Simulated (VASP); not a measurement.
Crystal: Y3B2.

```xyz
5
Lattice="4.7660 0.0000 0.0000 -2.3830 4.1275 0.0000 0.0000 0.0000 4.3497" Properties=species:S:1:pos:R:3 pbc="T T T"
Y     0.0000    2.7517    4.0316
Y     2.3830    1.3758    4.0316
Y     0.0000    0.0000    0.1461
B     0.0000    2.7517    2.1375
B     2.3830    1.3758    2.1375
```

The cell was generated, and may not be a known phase.

```yaml
Program: VASP 6.6.1
Task: relaxation of cell and atoms
Functional: PBE
Potentials_or_basis: VASP PAW PBE potentials, release 64 (Y_sv, B)
Cutoff: 600 eV
k_mesh: 6 × 6 × 4
Occupations: gaussian, width 0.1 eV
Spin: no spin polarisation
```

At the start: pressure 38.0 GPa; volume 17.11 Å³/atom.

**Question.** Where does the relaxation end?

**Answer.** Over 38 steps the energy falls by 1848.1 meV/atom and the volume is 21.43 Å³/atom (+25.2 %); space group P6mm (No. 183, to 0.1 Å) before, P6/mmm (No. 191, to 0.1 Å).

Step by step:
```csv
step,energy change (eV),largest force (eV/Å),pressure (GPa),volume (Å³)
1,0.0000,7.6275,37.95,85.57
2,-4.2575,2.6316,2.16,145.72
3,-4.8023,2.0716,8.20,116.04
4,-4.7835,2.3049,6.30,122.07
5,-4.8007,2.2282,7.00,119.66
6,-5.7621,1.0719,-0.71,142.85
7,-5.8090,0.9943,-2.33,150.94
8,-6.1675,0.8813,-1.22,147.49
9,-6.1896,0.8630,-0.72,146.39
10,-6.2644,0.9919,-0.24,143.19
11,-6.4891,1.5178,1.33,133.85
12,-7.0239,2.3972,5.23,116.25
13,-7.4639,2.4142,21.70,85.28
14,-7.4772,3.1271,13.96,94.89
15,-7.5280,2.9188,17.70,89.17
16,-7.5174,2.7513,19.11,87.64
17,-7.5240,2.7223,19.20,87.53
18,-7.5423,2.6336,19.50,87.17
19,-7.5721,2.4482,20.14,86.46
20,-7.6021,2.0603,21.61,85.04
21,-7.6368,2.0410,21.29,85.22
22,-7.7378,1.9839,20.36,85.77
23,-7.9265,1.8702,18.53,86.87
24,-8.2531,1.6484,15.15,89.09
25,-8.7198,1.2401,9.33,93.63
26,-9.0365,0.6139,0.85,103.08
27,-9.0370,0.6385,1.18,102.58
28,-9.0632,0.6313,0.99,103.07
29,-9.1274,0.6042,0.55,104.55
30,-9.1920,0.5170,-0.02,107.48
31,-9.1945,0.4881,-0.14,108.19
32,-9.2047,0.4382,-0.26,108.36
33,-9.2244,0.2899,-0.60,108.85
34,-9.2175,0.2983,-1.11,109.83
35,-9.2288,0.1803,-0.82,109.23
36,-9.2376,0.1266,-0.19,107.84
37,-9.2392,0.0909,0.21,106.99
38,-9.2406,0.0181,0.02,107.14
```

Final structure:
```xyz
5
Lattice="4.9095 0.0000 0.0000 -2.4548 4.2518 0.0000 0.0000 0.0000 5.1327" Properties=species:S:1:pos:R:3 pbc="T T T"
Y     0.0000    2.8345    4.4875
Y     2.4548    1.4173    4.4875
Y     0.0000    0.0000    1.9186
B     0.0000    2.8345    1.9189
B     2.4548    1.4173    1.9189
```

Caveat: the k points lie up to 0.31 Å⁻¹ apart in the final cell, too coarse for converged energies and pressures of a metal; the volume moved by over 15 % at a fixed basis, so the end points are rough.
